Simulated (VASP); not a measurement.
Cu: single point with PBEsol

Crystal: Cu.

```xyz
2
Lattice="2.5341 0.0000 0.0000 -1.2670 2.1946 0.0000 0.0000 0.0000 4.1126" Properties=species:S:1:pos:R:3 pbc="T T T"
Cu    0.0000    1.4631    1.0281
Cu    1.2670    0.7315    3.0844
```

```
Program                : VASP 6.6.1
Task                   : single point
Functional             : PBEsol
Potentials or basis    : VASP PAW PBE potentials, release 64 (Cu)
Cutoff                 : 520 eV
k mesh                 : 6 × 6 × 3
Occupations            : methfessel-paxton, width 0.3 eV
Spin                   : no spin polarisation
Dipole correction      : no
Further INCAR settings : ALGO = Normal; EDIFF = 1e-07; NBANDS = 18
```

```
Pressure               : -0.3 GPa
Band gap on the k mesh : zero (band 11 reaches 11.63 eV, above the bottom of band 12 at 5.92 eV)
```

Stress tensor (GPa, compression positive):
```
 0.30  0.00  0.00
 0.00  0.30  0.00
 0.00  0.00 -1.60
```

Levels at points of the mesh, in eV from the Fermi level:
| k point | band 7 | band 8 | band 9 | band 10 | band 11 | band 12 | band 13 | band 14 | band 15 | band 16 |
| --- | --- | --- | --- | --- | --- | --- | --- | --- | --- | --- |
| (0.00, 0.00, 0.00) | -2.83 | -2.56 | -2.56 | -1.76 | -1.76 | -1.03 | 4.01 | 21.56 | 22.08 | 22.08 |
| (0.50, 0.00, 0.00) | -2.79 | -1.67 | -1.61 | -1.56 | -0.01 | 1.60 | 7.93 | 8.36 | 10.91 | 11.35 |

Wall time 15 s on 1 thread of AMD EPYC 7R13, with other jobs on the host, peak memory 0.1 GiB.

Caveat: the k points lie up to 0.51 Å⁻¹ apart; the PAW data sets were made with another functional, which shifts forces and pressure a little.
